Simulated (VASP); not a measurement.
Here is a VASP 6.6.1 calculation.

Contents of INCAR:

```
ALGO     = Normal         # electronic algorithm
EDIFF    = 1E-8           # SCF threshold, eV
ENCUT    = 520            # plane-wave cutoff, eV
GGA      = PS             # functional
IBRION   = 8              # ionic algorithm
ISIF     = 2              # what is computed and relaxed
ISMEAR   = 0              # smearing method
LASPH    = True           # aspherical terms in the spheres
LCHARG   = True           # write CHGCAR
LEPSILON = True           # dielectric tensor by DFPT
LREAL    = False          # projectors in reciprocal space
LWAVE    = False          # write WAVECAR
NBANDS   = 11             # bands
NELM     = 100            # most SCF steps
NSW      = 1              # ionic steps
PREC     = Accurate       # precision mode
SIGMA    = 0.01           # smearing width, eV
```

Contents of KPOINTS:

```
k-points
0
Gamma
  8 8 8
```

The input POSCAR:

```
NaH
1.0
    0.0000000000      2.3956739712      2.3956739712
    2.3956739712      0.0000000000      2.3956739712
    2.3956739712      2.3956739712      0.0000000000
Na H
1 1
Direct
    0.0000000000      0.0000000000      0.0000000000
    0.5000000000      0.5000000000      0.5000000000
```

Potentials or basis: VASP PAW PBE potentials, release 64 (Na_pv, H).

Command:

```sh
$ cat potpaw_PBE.64/Na_pv/POTCAR potpaw_PBE.64/H/POTCAR > POTCAR
$ mpirun -np 1 vasp_std > vasp.out
```

Task: What does it give for the electronic dielectric tensor (diagonal)?

Result: 3.25.

Task: What does it give for the Born charges (mean of the diagonal)?

Result: Na +0.96; H -0.96 e.

Task: What does it give for the highest phonon frequency at Γ, LO-TO splitting left out?

Result: 525 cm⁻¹.

Electronic dielectric tensor:
```
3.25 0.00 0.00
0.00 3.25 0.00
0.00 0.00 3.25
```
